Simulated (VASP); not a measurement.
Input of a VASP 6.6.1 run:

File INCAR:

```
SYSTEM = Ga
PREC = Accurate ; ENCUT = 500
EDIFF = 1E-6 ; ISMEAR = -1
SIGMA = 0.1 ; LREAL = .FALSE.
LASPH = .TRUE. ; NELM = 120
ALGO = Normal ; ISIF = 2
LWAVE = .FALSE. ; LCHARG = .FALSE.
GGA = B5 ; ALDAX = 1.0
AGGAX = 1.0 ; AGGAC = 1.0
ALDAC = 0.0 ; NBANDS = 12
GGA_COMPAT = .FALSE.
```

The input KPOINTS:

```
regular mesh
0
G
  11 11 11
  0 0 0
```

The input POSCAR:

```
Ga
1.0
    2.8309161464      0.0000000000      0.0000000000
    0.0000000000      2.8309161464      0.0000000000
    0.0000000000      0.0000000000      2.8309161464
Ga
1
Direct
    0.0000000000      0.0000000000      0.0000000000
```

Potentials or basis: VASP PAW PBE potentials, release 64 (Ga_d).

Launch:

```console
$ cat potpaw_PBE.64/Ga_d/POTCAR > POTCAR
$ mpirun -np 1 vasp_std > vasp.out
```

Question: Estimate the pressure.

Answer: -0.1 GPa.

Question: Predict the band gap on the k mesh.

Answer: Zero (an odd number of electrons rules out a gap without spin polarisation).

Caveat: the PAW data sets were made with another functional, which shifts forces and pressure a little.
